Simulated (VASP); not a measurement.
# Al23GeN24 (a cell with a defect) in VASP: single point with PBE

Aim: the single point of Al23GeN24 (a cell with a defect) with PBE.

Program: VASP 6.6.1. These are calculated values, not measurements. Logs are shortened: lines on timing, memory, paths and dates and some standing lists are left out, and cuts for length are marked.

### Step 1. The cell of the first run

The cell holds a defect, 48 atoms: a = 9.339 Å, b = 6.226 Å, c = 9.962 Å, α = 90.00°, β = 90.00°, γ = 120.00°.

### Step 2. Single point, PBE

The input, INCAR:

```
SYSTEM = Al23GeN24
ALGO = Normal
EDIFF = 1E-6
ENCUT = 520
GGA = PE
ISIF = 2
ISMEAR = -1
LASPH = .True.
LCHARG = .False.
LREAL = Auto
LWAVE = .False.
NBANDS = 132
NELECT = 202.0
NELM = 100
PREC = Accurate
SIGMA = 0.01
```

The input, KPOINTS:

```
k-points
0
Gamma
  3 4 2
  0 0 0
```

The input, POSCAR:

```
Al23GeN24
1.0
    9.3390000000      0.0000000000      0.0000000000
   -3.1130000000      5.3918741640      0.0000000000
    0.0000000000      0.0000000000      9.9620000000
Ge Al N
1 23 24
Direct
    0.1109617971      0.3333228942      0.0001731649
    0.1110095384      0.3332718809      0.4998434500
    0.1079048505      0.8308715649      0.0010127058
    0.1105302950      0.8328822470      0.4995922604
    0.4476319845      0.3363198930      0.0003550123
    0.4450600944      0.3339232795      0.4995199072
    0.4474784612      0.8350813406      0.0007259093
    0.4450414668      0.8336573051      0.4994508217
    0.7759611812      0.3349498742      0.0001677958
    0.7774986333      0.3335268769      0.4996069806
    0.7765818377      0.8294117890      0.0003933720
    0.7776104877      0.8327868170      0.4996026926
    0.2241285725      0.1648539692      0.2514312934
    0.2225979210      0.1670701378      0.7455427966
    0.2240841704      0.6713031705      0.2515190697
    0.2226244189      0.6668423755      0.7455735120
    0.5556863202      0.1668799139      0.2502417878
    0.5554457550      0.1665056886      0.7482902676
    0.5555867411      0.6665847432      0.2504671996
    0.5556091916      0.6667968833      0.7485701338
    0.8853522483      0.1640232271      0.2513738647
    0.8885833054      0.1663903060      0.7457603740
    0.8884454351      0.6663117221      0.2507027178
    0.8885779839      0.6664391533      0.7486837901
    0.1110699402      0.3333085103      0.1897114322
    0.1110803053      0.3333104947      0.6908222800
    0.1111082757      0.8333277984      0.1902540743
    0.1112941966      0.8334657897      0.6911483039
    0.4443217858      0.3334276116      0.1901616340
    0.4444798886      0.3333950268      0.6907850172
    0.4442580168      0.8330215190      0.1904533576
    0.4443982517      0.8332710252      0.6906557567
    0.7779183705      0.3334034983      0.1900440498
    0.7777380453      0.3332335203      0.6909115631
    0.7780144759      0.8335233076      0.1902521374
    0.7778252998      0.8333971893      0.6908439002
    0.2219815460      0.1669001183      0.4407918731
    0.2216402663      0.1676553569      0.9401243873
    0.2219346690      0.6660377518      0.4408275246
    0.2216211623      0.6648421109      0.9401607299
    0.5555115257      0.1666370035      0.4405846565
    0.5544502934      0.1653178645      0.9399296753
    0.5557153732      0.6667880542      0.4407108891
    0.5560140156      0.6676100912      0.9401346347
    0.8893638731      0.1670756287      0.4407725200
    0.8905718462      0.1680115071      0.9401786856
    0.8888862221      0.6665953134      0.4408946715
    0.8888096637      0.6664368556      0.9402453662
```

Potentials or basis: VASP PAW PBE potentials, release 64 (Ge_d, Al, N).

Command:

```sh
cat potpaw_PBE.64/Ge_d/POTCAR potpaw_PBE.64/Al/POTCAR potpaw_PBE.64/N/POTCAR > POTCAR
mpirun -np 1 vasp_std > vasp.out
```

OUTCAR:

```text
SYSTEM = Al23GeN24
   EDIFF = 1E-6
   ENCUT = 520
   GGA = PE
   ISIF = 2
   ISMEAR = -1
   LASPH = .True.
   LREAL = Auto
   NELECT = 202.0
   NELM = 100
   PREC = Accurate

 ion  position               nearest neighbor table
   1  0.111  0.333  0.000-  46 1.88  40 1.88  38 1.89  25 1.89  15 3.10  13 3.10  21 3.10  22 3.11
                            16 3.11  14 3.11   3 3.11   3 3.11  11 3.13   7 3.13   9 3.13   5 3.13
   2  0.111  0.333  0.500-  45 1.89  39 1.89  37 1.89  26 1.90  14 3.04  16 3.04  22 3.04  15 3.07
                            13 3.07  21 3.08   4 3.11   4 3.11  12 3.11  10 3.12   8 3.12   6 3.12
   3  0.108  0.831  0.001-  48 1.87  27 1.89  40 1.91  38 1.91  23 3.06  24 3.08  13 3.08  15 3.08
                            11 3.09   9 3.09   1 3.11   1 3.11  16 3.12  14 3.12   7 3.16   5 3.16
   4  0.111  0.833  0.500-  47 1.89  39 1.89  37 1.89  28 1.91  14 3.04  16 3.04  15 3.05  13 3.05
                            23 3.06  24 3.06  12 3.11  10 3.11   2 3.11   2 3.11   8 3.12   6 3.12
   5  0.448  0.336  0.000-  44 1.88  42 1.88  29 1.89  38 1.92  19 3.06  17 3.06   9 3.07  11 3.07
                            20 3.08  18 3.08  13 3.09   7 3.11   7 3.12  14 3.12   1 3.13   3 3.16
   6  0.445  0.334  0.500-  43 1.89  41 1.89  37 1.90  30 1.91  14 3.04  13 3.05  18 3.06  19 3.06
                            20 3.06  17 3.06  12 3.11  10 3.11   8 3.11   8 3.11   2 3.12   4 3.12
   7  0.447  0.835  0.001-  44 1.88  42 1.88  31 1.89  40 1.92  19 3.06  17 3.06  20 3.08  15 3.08
                            18 3.09   9 3.09  11 3.09   5 3.11   5 3.12  16 3.13   1 3.13   3 3.16
   8  0.445  0.834  0.499-  43 1.89  41 1.89  39 1.90  32 1.90  16 3.04  15 3.05  18 3.06  19 3.06
                            20 3.06  17 3.06  10 3.11  12 3.11   6 3.11   6 3.11   2 3.12   4 3.12
   9  0.776  0.335  0.000-  48 1.88  42 1.89  33 1.89  46 1.92  17 3.06  23 3.07   5 3.07  11 3.08
[... 53 lines left out ...]
  47  0.889  0.667  0.441-   4 1.89  10 1.89  12 1.89  23 1.89
  48  0.889  0.666  0.940-   3 1.87  11 1.88   9 1.88  24 1.91

  Warning from LATTYP: Monoclinic adjustment (A1->A3, A2->A1, A3->A2)!
  Warning from LATTYP: Got some problem with cell dimensions!
  Tried to take original basis but could not verify dimensions!
  LATTYP: Found a simple monoclinic cell.
 ALAT       =     6.2260000000
 B/A-ratio  =     1.6000642467
 C/A-ratio  =     1.3228756555
 COS(beta)  =    -0.1889822365

  Lattice vectors:

 A1 = (  -3.1130000000,   5.3918741640,   0.0000000000)
 A2 = (   0.0000000000,   0.0000000000,  -9.9620000000)
 A3 = (  -6.2260000000,  -5.3918741640,   0.0000000000)

Analysis of symmetry for initial positions (statically):
=====================================================================
 Subroutine PRICEL returns:
 Original cell was already a primitive cell.

 Routine SETGRP: Setting up the symmetry group for a
 simple monoclinic supercell.

 Subroutine GETGRP returns: Found  1 space group operations
 (whereof  1 operations were pure point group operations)
 out of a pool of  4 trial point group operations.

The static configuration has the point symmetry C_1 .

Analysis of symmetry for dynamics (positions and initial velocities):
=====================================================================
 Subroutine PRICEL returns:
 Original cell was already a primitive cell.

 Routine SETGRP: Setting up the symmetry group for a
 simple monoclinic supercell.

 Subroutine GETGRP returns: Found  1 space group operations
 (whereof  1 operations were pure point group operations)
 out of a pool of  4 trial point group operations.

The dynamic configuration has the point symmetry C_1 .

 Subroutine INISYM returns: Found  1 space group operations
 (whereof  1 operations are pure point group operations),
 and found     1 'primitive' translations

----------------------------------------------------------------------------------------

                                     Primitive cell

  volume of cell :     501.6336

  direct lattice vectors                    reciprocal lattice vectors
     9.339000000  0.000000000  0.000000000     0.107077846  0.061821423  0.000000000
    -3.113000000  5.391874164  0.000000000     0.000000000  0.185464269  0.000000000
     0.000000000  0.000000000  9.962000000     0.000000000  0.000000000  0.100381450

  length of vectors
     9.339000000  6.226000000  9.962000000     0.123642846  0.185464269  0.100381450

  position of ions in fractional coordinates (direct lattice)
     0.110961797  0.333322894  0.000173165
     0.111009538  0.333271881  0.499843450
     0.107904850  0.830871565  0.001012706
     0.110530295  0.832882247  0.499592260
[... 109 lines left out ...]
     0.000000000  0.000000000  0.050190725     0.000000000  0.000000000  0.500000000

  Length of vectors
     0.041214282  0.046366067  0.050190725

  Shift w.r.t. Gamma in fractional coordinates (k-lattice)
     0.000000000  0.000000000  0.000000000

 Subroutine IBZKPT returns following result:
 ===========================================

 Found     14 irreducible k-points:

 Following reciprocal coordinates:
            Coordinates               Weight
  0.000000  0.000000  0.000000      1.000000
  0.333333  0.000000  0.000000      2.000000
  0.000000  0.250000  0.000000      2.000000
  0.333333  0.250000  0.000000      2.000000
 -0.333333  0.250000  0.000000      2.000000
  0.000000  0.500000  0.000000      1.000000
  0.333333  0.500000  0.000000      2.000000
  0.000000  0.000000  0.500000      1.000000
  0.333333  0.000000  0.500000      2.000000
  0.000000  0.250000  0.500000      2.000000
  0.333333  0.250000  0.500000      2.000000
 -0.333333  0.250000  0.500000      2.000000
  0.000000  0.500000  0.500000      1.000000
  0.333333  0.500000  0.500000      2.000000
   k-points           NKPTS =     14   k-points in BZ     NKDIM =     14   number of bands    NBANDS=    132
   number of dos      NEDOS =    301   number of ions     NIONS =     48
   total plane-waves  NPLWV = 268800
   dimension x,y,z NGX =    70 NGY =   48 NGZ =   80
   dimension x,y,z NGXF=   140 NGYF=   96 NGZF=  160
   ions per type =               1  23  24
   NGX,Y,Z   is equivalent  to a cutoff of  12.46, 12.82, 13.35 a.u.
   NGXF,Y,Z  is equivalent  to a cutoff of  24.92, 25.63, 26.70 a.u.
 SYSTEM =  Al23GeN24
   PREC   = accura    normal or accurate (medium, high low for compatibility)
   ISTART =      0    job   : 0-new  1-cont  2-samecut
   ICHARG =      2    charge: 1-file 2-atom 10-const
   ISPIN  =      1    spin polarized calculation?
   LNONCOLLINEAR =      F non collinear calculations
   LSORBIT =      F    spin-orbit coupling
   LASPH  =      T    aspherical Exc in radial PAW
   ENCUT  =  520.0 eV  38.22 Ry    6.18 a.u.  17.36 11.58 18.52*2*pi/ulx,y,z
   NELM   =    100;   NELMIN=  2; NELMDL= -5     # of ELM steps
   EDIFF  = 0.1E-05   stopping-criterion for ELM
   LREAL  =      T    real-space projection
   EDIFFG = 0.1E-04   stopping-criterion for IOM
   NSW    =      0    number of steps for IOM
   IBRION =     -1    ionic relax: 0-MD 1-quasi-New 2-CG
   NFREE  =      0    steps in history (QN), initial steepest desc. (CG)
   ISIF   =      2    stress and relaxation
   ISYM   =      2    0-nonsym 1-usesym 2-fastsym
   POTIM  = 0.5000    time-step for ionic-motion
   TEBEG  =    0.0;   TEEND  =   0.0 temperature during run
   PSTRESS=    0.0 pullay stress
   NELECT =     202.0000    total number of electrons
   NUPDOWN=      -1.0000    fix difference up-down
   EMIN   =  10.00;   EMAX   =-10.00  energy-range for DOS
   EFERMI =   0.00;   METHOD = LEGACY
   ISMEAR =    -1;   SIGMA  =   0.01  broadening in eV -4-tet -1-fermi 0-gaus
   EFERMI_NEDOS =   21; number of points for ismear=-14 and -15
   IALGO  =     38    algorithm
   IMIX   =      4    mixing-type and parameters
     AMIX     =   0.40;   BMIX     =  1.00
     AMIX_MAG =   1.60;   BMIX_MAG =  1.00
  volume/ion in A,a.u.               =      10.45        70.52
  Fermi-wavevector in a.u.,A,eV,Ry     =   1.208917  2.284521 19.884639  1.461480
  Thomas-Fermi vector in A             =   2.344510
   LORBIT       =      0    0 simple, 1 ext, 2 COOP (PROOUT), +10 PAW based schemes
   GGA     = PE    functional components
   LHFCALC =     F    Hartree Fock is set to
   AEXX    =    0.0000 exact exchange contribution
   IVDW    =     0    specifies the selected vdW correction
   LEPSILON=     F    determine dielectric tensor
   LRPA    =     F    only Hartree local field effects (RPA)
 non-spin polarized calculation
  energy-cutoff  :      520.00
  volume of cell :      501.63
 maximum number of plane-waves:     13526
 NGX is ok and might be reduce to    70
   NGX = 35   NGY = 23   NGZ = 37

 number of electron     201.9999964 magnetization

 Free energy of the ion-electron system (eV)
  ---------------------------------------------------
  ext. energy  EPLUGINS =         0.00000000
  ---------------------------------------------------
  free energy    TOTEN  =      -363.52264811 eV

  energy without entropy =     -363.52264811  energy(sigma->0) =     -363.52264811

 E-fermi :   6.4864     XC(G=0): -10.9397

 val. band max:        6.1715555775   @ k =   0.0000   0.0000   0.0000
 cond. band min:      10.0447343306   @ k =   0.0000   0.0000   0.0000
 fundamental gap:      3.8731787531
 Fermi energy:         6.4863850971

 k-point     1 :       0.0000    0.0000    0.0000
  band No.  band energies     occupation
      1     -17.6150      2.00000
      2     -17.6104      2.00000
      3     -17.6094      2.00000
      4     -17.5114      2.00000
      5     -17.5105      2.00000
      6      -9.4354      2.00000
[... 1613 lines left out ...]
    112      12.5452      0.00000
    113      12.5911      0.00000
 [bands above 113 left out]

------------------------ aborting loop because EDIFF is reached ----------------------------------------

  FORCE on cell =-STRESS in cart. coord.  units (eV):
  Direction    XX          YY          ZZ          XY          YZ          ZX
  --------------------------------------------------------------------------------------
  -------------------------------------------------------------------------------------
  Total        0.9515990      0.9750802      2.5076362     -0.0428032     -0.0041143     -0.0141421
  in kB        3.0393304      3.1143274      8.0091873     -0.1367098     -0.0131408     -0.0451688
  external PRESSURE =       4.7209484 kB  Pullay stress =       0.0000000 kB

 VOLUME and BASIS-vectors are now :
 -----------------------------------------------------------------------------
  energy-cutoff  :      520.00
  volume of cell :      501.63
      direct lattice vectors                 reciprocal lattice vectors
     9.339000000  0.000000000  0.000000000     0.107077846  0.061821423  0.000000000
    -3.113000000  5.391874164  0.000000000     0.000000000  0.185464269  0.000000000
     0.000000000  0.000000000  9.962000000     0.000000000  0.000000000  0.100381450

 POSITION                                       TOTAL-FORCE (eV/Angst)
 -----------------------------------------------------------------------------------
     -0.00136      1.79724      0.00173        -0.001128     -0.001046      0.013889
     -0.00076      1.79696      4.97944        -0.000997      0.002686     -0.003942
     -1.57878      4.47995      0.01009         0.002711      0.002516      0.004605
     -1.56052      4.49080      4.97694        -0.001652      0.002870     -0.000107
      3.13347      1.81339      0.00354        -0.003075     -0.003661      0.002707
      3.11691      1.80047      4.97622        -0.001291      0.000186      0.003097
[... 40 lines left out ...]
      6.22620      3.59420      4.39219        -0.000376     -0.000068      0.001824
      6.22598      3.59334      9.36672        -0.000937      0.000000     -0.005423
 -----------------------------------------------------------------------------------
    total drift:                               -0.005146     -0.009116      0.030901

  FREE ENERGIE OF THE ION-ELECTRON SYSTEM (eV)
  ---------------------------------------------------
  free  energy   TOTEN  =      -363.5226481074 eV

  energy  without entropy=     -363.5226481074  energy(sigma->0) =     -363.52264811
```

It took 25 min on 1 thread of AMD EPYC 9R45 (Zen 5), shared host; peak memory 0.9 GiB.

Results:

- Free energy: -363.5226 eV
- Largest force: 0.016 eV/Å

Forces on the atoms (eV/Å):
```
Ge  -0.001 -0.001  0.014
Al  -0.001  0.003 -0.004
Al   0.003  0.003  0.005
Al  -0.002  0.003  0.000
Al  -0.003 -0.004  0.003
Al  -0.001  0.000  0.003
Al  -0.003 -0.002  0.004
Al   0.000  0.000  0.002
Al   0.002 -0.005  0.002
Al   0.001 -0.001  0.002
Al  -0.003  0.002  0.002
Al  -0.001  0.000  0.002
Al  -0.004  0.004  0.000
Al   0.002 -0.001 -0.001
Al  -0.001 -0.003 -0.001
Al  -0.001  0.003 -0.002
Al   0.001 -0.001 -0.001
Al  -0.002  0.000  0.001
Al   0.000 -0.002 -0.002
Al   0.000  0.002  0.002
Al   0.004  0.002 -0.002
Al   0.004 -0.001  0.001
Al   0.003 -0.002  0.000
Al  -0.001 -0.004  0.001
N    0.000  0.000 -0.016
N    0.000  0.001  0.000
N   -0.002 -0.001 -0.001
N    0.000  0.000 -0.001
N    0.000  0.001 -0.001
N   -0.002  0.000 -0.001
N    0.002  0.000 -0.001
N   -0.001 -0.001 -0.001
N    0.001  0.001 -0.001
N    0.001  0.000 -0.001
N    0.001  0.000  0.000
N    0.001  0.002 -0.002
N    0.001  0.000  0.004
N   -0.009  0.007 -0.001
N    0.000  0.001  0.003
N    0.001 -0.012 -0.002
N    0.000  0.000  0.001
N    0.000  0.000 -0.005
N    0.001  0.001  0.001
N    0.000  0.001 -0.004
N   -0.001 -0.001  0.002
N    0.011  0.006 -0.001
N    0.000  0.000  0.002
N   -0.001  0.000 -0.005
```

Caveat: the cell carries a net charge on a neutralising background, which shifts energy and pressure; the cell is charged against a uniform background, so pressure and absolute levels hang on convention.
